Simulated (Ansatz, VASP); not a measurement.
# Hg in VASP and in Ansatz

The input INCAR:

```
ALGO = Fast
EDIFF = 1E-6
ENCUT = 520
GGA = CA
ISIF = 2
ISMEAR = 0
LASPH = True
LCHARG = False
LREAL = False
LWAVE = False
NBANDS = 12
NELM = 80
PREC = Accurate
SIGMA = 0.15
```

Contents of KPOINTS:

```
k-points
0
Gamma
  18 18 18
```

POSCAR

```
Hg
1.0
    1.7200122930      0.9815162240      2.2340000000
   -1.7399886176      1.0161162331      2.2340000000
    0.0199763246     -1.9976324571      2.2340000000
Hg
1
Direct
    0.0000000000      0.0000000000      0.0000000000
```

Input for Ansatz:

```yaml
crystal:
  lattice:
    - [1.720012293, 0.981516224, 2.234]
    - [-1.7399886176, 1.0161162331, 2.234]
    - [0.0199763246, -1.9976324571, 2.234]
  atoms:
    - { symbol: Hg, position: [0.0, 0.0, 0.0] }
basis:
  ecutwfc: 420
kpoints:
  mp_grid: { grid: [18, 18, 18] }
hamiltonian:
  xc: lda
scf:
  occupations: { method: gaussian, width: 0.15 }
output:
  forces: true
  stress: true
  eigenvalues: true
```

Change from the starting cell: strain -0.0200 x Voigt [0, 0, 0, 0, 0, 1], atoms carried along.

Alike in both runs: task single point; functional LDA; k mesh 18 × 18 × 18; occupations gaussian, width 0.15 eV; no spin polarisation.

```csv
,VASP,Ansatz
version,VASP 6.6.1,Ansatz 0.2.0
potentials or method,"VASP PAW LDA potentials, release 64 (Hg), cutoff 520 eV","scalar-relativistic, plane waves, PAW"
valence electrons in the cell,12,20
```

```csv
,VASP,Ansatz,Ansatz less VASP
gap on the k mesh at the Fermi level (eV),none,none,-
pressure (GPa),-1.2,-1.7,-0.47
"traceless stress, the component that is largest in VASP (GPa)",-0.72,-1.01,-0.287
```

LDA's correlation is that of Perdew and Zunger in VASP and of Perdew and Wang (1992) in Ansatz. A gap of «none» marks a metal or a gap that the smearing closes. VASP's potentials hold 12 valence electrons a cell and Ansatz's 20, so a difference there can come from the potentials and not from the codes.

Spin-orbit coupling is off throughout.
